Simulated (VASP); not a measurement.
Here is a VASP 6.6.1 calculation.

POSCAR

```
BAs
1.0
    0.0000000000      2.3918698977      2.3918698977
    2.3918698977      0.0000000000      2.3918698977
    2.3918698977      2.3918698977      0.0000000000
B As
1 1
Direct
    0.0000000000      0.0000000000      0.0000000000
    0.2500000000      0.2500000000      0.2500000000
```

The input INCAR.step1:

```
PREC = Accurate ; ENCUT = 500
EDIFF = 1E-8 ; ISMEAR = 0
SIGMA = 0.01 ; LREAL = F
LASPH = T ; NELM = 100
ALGO = Normal ; LWAVE = T
LCHARG = F ; GGA = PE
```

Contents of INCAR.step2:

```
PREC = Accurate ; ENCUT = 500
EDIFF = 1E-8 ; ISMEAR = 0
SIGMA = 0.01 ; LREAL = F
LASPH = T ; NELM = 1
ALGO = Exact ; LWAVE = T
LCHARG = F ; GGA = PE
NBANDS = 64 ; LOPTICS = T
ISTART = 1
```

File INCAR.step3:

```
PREC = Accurate ; ENCUT = 500
EDIFF = 1E-8 ; ISMEAR = 0
SIGMA = 0.01 ; LREAL = F
LASPH = T ; ALGO = EVGW0
LWAVE = F ; LCHARG = F
GGA = PE ; NELMGW = 1
NBANDS = 64 ; ENCUTGW = 80.0
NOMEGA = 48 ; PRECFOCK = Fast
ISTART = 1 ; NBANDSGW = 12
```

File KPOINTS:

```
regular mesh
0
Gamma
  4 4 4
```

Potentials or basis: VASP PAW PBE potentials, release 64 (B_GW, As_GW).

Command:

```sh
$ cat potpaw_PBE.64/B_GW/POTCAR potpaw_PBE.64/As_GW/POTCAR > POTCAR
$ cp INCAR.step1 INCAR
$ mpirun -np 1 vasp_std > vasp.out
$ cp INCAR.step2 INCAR
$ mpirun -np 1 vasp_std > vasp.out
$ cp INCAR.step3 INCAR
$ mpirun -np 1 vasp_std > vasp.out
```

**Question.** Estimate the quasiparticle gap.

**Answer.** 1.73 eV.

**Question.** What does it give for the least direct quasiparticle gap?

**Answer.** 3.96 eV.

**Question.** Predict the band gap of the starting levels on the mesh.

**Answer.** 1.42 eV.

**Question.** Predict the least direct gap of the starting levels on the mesh.

**Answer.** 3.25 eV.

Caveat: the k points lie up to 0.57 Å⁻¹ apart; bands, screening cutoff and mesh are small and nothing is extrapolated, so the quasiparticle values aren't converged.
